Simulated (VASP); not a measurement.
Wanted: the native input for a VASP 6.6.1 run.

```
Task                   : relaxation of cell and atoms
Functional             : PBEsol
Potentials or basis    : VASP PAW PBE potentials, release 64 (Mo_sv, Si)
Cutoff                 : 500 eV
k mesh                 : 7 × 7 × 4
Occupations            : fermi-dirac, width 0.05 eV
Spin                   : no spin polarisation
Hubbard terms          : Mo d U = 2.0 eV
Dipole correction      : no
Further INCAR settings : ALGO = Normal; EDIFF = 1e-07; IBRION = 2; EDIFFG = -0.01; NSW = 60; ISIF = 3
```

The structure of Si2Mo lies in POSCAR:

```
Si2Mo
1.0
    4.5854715599      0.0000000000      0.0000000000
   -2.2927357800      3.9711348592      0.0000000000
    0.0000000000      0.0000000000      6.5797601000
Mo Si
3 6
Direct
    0.5000000000      0.5000000000      0.8333333333
    0.0000000000      0.5000000000      0.1666666667
    0.5000000000      0.0000000000      0.5000000000
    0.1638729800      0.3277459600      0.5000000000
    0.6722540400      0.8361270200      0.1666666667
    0.8361270200      0.1638729800      0.8333333333
    0.8361270200      0.6722540400      0.5000000000
    0.3277459600      0.1638729800      0.1666666667
    0.1638729800      0.8361270200      0.8333333333
```

These files were run (other wordings do the same):

INCAR

```
SYSTEM = Si2Mo
PREC     = Accurate       ! precision mode
ENCUT    = 500            ! plane-wave cutoff, eV
EDIFF    = 1E-7           ! SCF threshold, eV
ISMEAR   = -1             ! smearing method
SIGMA    = 0.05           ! smearing width, eV
LREAL    = .False.        ! projectors in reciprocal space
LASPH    = .True.         ! aspherical terms in the spheres
NELM     = 200            ! most SCF steps
ALGO     = Normal         ! electronic algorithm
ISIF     = 3              ! what is computed and relaxed
LWAVE    = .False.        ! write WAVECAR
LCHARG   = .False.        ! write CHGCAR
LMAXMIX  = 4              ! l up to which the mixer works
LDAU     = .True.         ! DFT+U
LDAUTYPE = 2            
LDAUL    = 2 -1           ! shell
LDAUU    = 2 0            ! U, eV
LDAUJ    = 0 0          
LDAUPRINT= 1            
GGA      = PS             ! functional
IBRION   = 2              ! ionic algorithm
NSW      = 60             ! ionic steps
EDIFFG   = -0.01          ! ionic threshold
GGA_COMPAT= .False.      
NELMIN   = 4
```

KPOINTS

```
Automatic mesh
0
Gamma
  7 7 4
  0 0 0
```

Potentials or basis: VASP PAW PBE potentials, release 64 (Mo_sv, Si).

The run is started by

```sh
$ cat potpaw_PBE.64/Mo_sv/POTCAR potpaw_PBE.64/Si/POTCAR > POTCAR
$ mpirun -np 1 vasp_std > vasp.out
```

Results of the run:

The relaxed volume is 13.31 Å³/atom, the relaxed cell is a = 4.587 Å, b = 4.587 Å, c = 6.576 Å, α = 90.00°, β = 90.00°, γ = 120.00° and the space group after relaxing (to 0.1 Å) is P6_222 (No. 180). The energy gained by relaxing is 0.0 meV/atom, the ionic steps are 2 and the pressure after relaxing is 0.0 GPa. The band gap on the k mesh is 0.40 eV (least direct gap 0.77 eV).

Caveat: the PAW data sets were made with another functional, which shifts forces and pressure a little; an odd mesh through Γ misses points on the zone boundary, where band edges can lie; the U is typed as a test and isn't derived for this compound.

Wall time 90 s on 1 thread of AMD EPYC 9R45 96-Core Processor (Zen 5), with other jobs on the host, peak memory 0.25 GiB.
